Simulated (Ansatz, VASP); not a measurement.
Nb: VASP beside Ansatz

Contents of INCAR:

```
SYSTEM = Nb
  ALGO = Normal
  EDIFF = 1E-6
  ENCUT = 500
  GGA = CA
  GGA_COMPAT = .False.
  ISIF = 2
  ISMEAR = 1
  LASPH = .True.
  LCHARG = .False.
  LDAU = .True.
  LDAUJ = 0
  LDAUL = 2
  LDAUPRINT = 1
  LDAUTYPE = 2
  LDAUU = 4
  LMAXMIX = 4
  LREAL = .False.
  LWAVE = .False.
  NBANDS = 12
  NELM = 200
  PREC = Accurate
  SIGMA = 0.01
```

The input KPOINTS:

```
k-points
0
Gamma
  11 11 11
  0 0 0
```

File POSCAR:

```
Nb
1.0
   -1.6639500000      1.6639500000      1.6639500000
    1.6639500000     -1.6639500000      1.6639500000
    1.6639500000      1.6639500000     -1.6639500000
Nb
1
Direct
    0.0000000000      0.0000000000      0.0000000000
```

The input input.yaml:

```yaml
crystal:
  lattice:
    - [-1.66395, 1.66395, 1.66395]
    - [1.66395, -1.66395, 1.66395]
    - [1.66395, 1.66395, -1.66395]
  atoms:
    - { symbol: Nb, position: [0.0, 0.0, 0.0] }
kpoints:
  mp_grid: { grid: [11, 11, 11] }
scf:
  occupations: { method: methfessel_paxton, width: 0.01 }
hamiltonian:
  xc: lda
  pseudopotentials: { kind: all_electron, lapw: { basis_error: 0.0005 } }
  hubbard:
    sites: [{ species: Nb, l: d, u_eff: 4 }]
    double_counting: fll
    projectors: ortho-atomic
output:
  forces: true
  stress: true
  eigenvalues: true
  hubbard: {}
```

Alike in both runs: task single point; functional LDA; k mesh 11 × 11 × 11; occupations methfessel-paxton of order 1, width 0.01 eV; no spin polarisation; Hubbard terms Nb d U = 4.0 eV.

```csv
,VASP,Ansatz
version,VASP 6.6.1,Ansatz 0.2.0
potentials or method,"VASP PAW LDA potentials, release 64 (Nb_sv), cutoff 500 eV","all-electron LAPW, scalar-relativistic"
```

```tsv
	VASP	Ansatz	Ansatz less VASP
gap on the k mesh at the Fermi level (eV)	none	none	-
pressure (GPa)	-1.3	-9.3	-7.98
```

LDA's correlation is that of Perdew and Zunger in VASP and of Perdew and Wang (1992) in Ansatz. The programs project onto different local orbitals, so the same U acts differently, and such runs can settle in different states. A gap of «none» marks a metal or a gap that the smearing closes. Ansatz ran all-electron here, and VASP with PAW potentials.

Noted on Ansatz's run: U is the effective U less J, on atomic orbitals that reach past the spheres.
